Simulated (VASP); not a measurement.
Crystal: BaTe.

```
Ba Te
1.0
     0.00000    3.67686    3.53239
     3.67686    0.00000    3.53239
     3.67686    3.67686    0.00000
Ba Te
1 1
Direct
  0.00000 0.00000 0.00000
  0.50000 0.50000 0.50000
```

This cell differs from its parent crystal: biaxial xy strain +4.1%.

Base run:

```yaml
Program: VASP 6.6.1
Functional: r2SCAN
Potentials_or_basis: VASP PAW PBE potentials, release 64 (Ba_sv, Te)
Cutoff: 520 eV
k_mesh: 6 × 6 × 6
Occupations: gaussian, width 0.01 eV
Spin: no spin polarisation
```

Its results: band gap on the k mesh 2.02 eV, indirect (least direct gap 2.41 eV); pressure -1.7 GPa.

**Question.** The run is repeated on the same cell with these changes: functional from r2SCAN to PBE; occupations from gaussian, width 0.01 eV to fermi-dirac, width 0.02 eV. What comes out?

**Answer.** Band gap on the k mesh 1.68 eV, indirect (least direct gap 2.05 eV); pressure -1.6 GPa.

Caveats: spin-orbit coupling is left out, which moves the levels of the heavy elements; the PAW data sets were made with another functional, which shifts forces and pressure a little (some runs).

A k mesh can miss the band edges.
